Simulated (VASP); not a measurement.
A run of VASP 6.6.1 is set up as follows.

File INCAR:

```
SYSTEM = Ti
  PREC = Accurate
  ENCUT = 400
  EDIFF = 1E-8
  ISMEAR = -1
  SIGMA = 0.05
  LREAL = .FALSE.
  LASPH = .TRUE.
  NELM = 120
  ALGO = Normal
  ISIF = 2
  LWAVE = .FALSE.
  LCHARG = .FALSE.
  GGA = CA
  LEFG = .TRUE.
  NBANDS = 12
  GGA_COMPAT = .FALSE.
```

The input KPOINTS:

```
Automatic mesh
0
G
  15 15 15
  0 0 0
```

POSCAR

```
Ti
1.0
    0.0000000000      2.0300000000      1.9894000000
    2.0300000000      0.0000000000      1.9894000000
    2.0300000000      2.0300000000      0.0000000000
Ti
1
Direct
    0.0000000000      0.0000000000      0.0000000000
```

Potentials or basis: VASP PAW LDA potentials, release 64 (Ti_sv).

The run is started by

```console
$ cat potpaw_LDA.64/Ti_sv/POTCAR > POTCAR
$ mpirun -np 1 vasp_std > vasp.out
```

(1) Estimate the pressure.

(2) What does it give for the band gap on the k mesh?

Results:

(1) -3.5 GPa.

(2) zero (bands 6 and 7 overlap by 1.15 eV).

Caveat: the cell differs from its parent crystal (zz strain of -2 %); the cell stands under tension; without QUAD_EFG the Cq values of the log hold for a quadrupole moment of 1 mb, not for the nuclei.
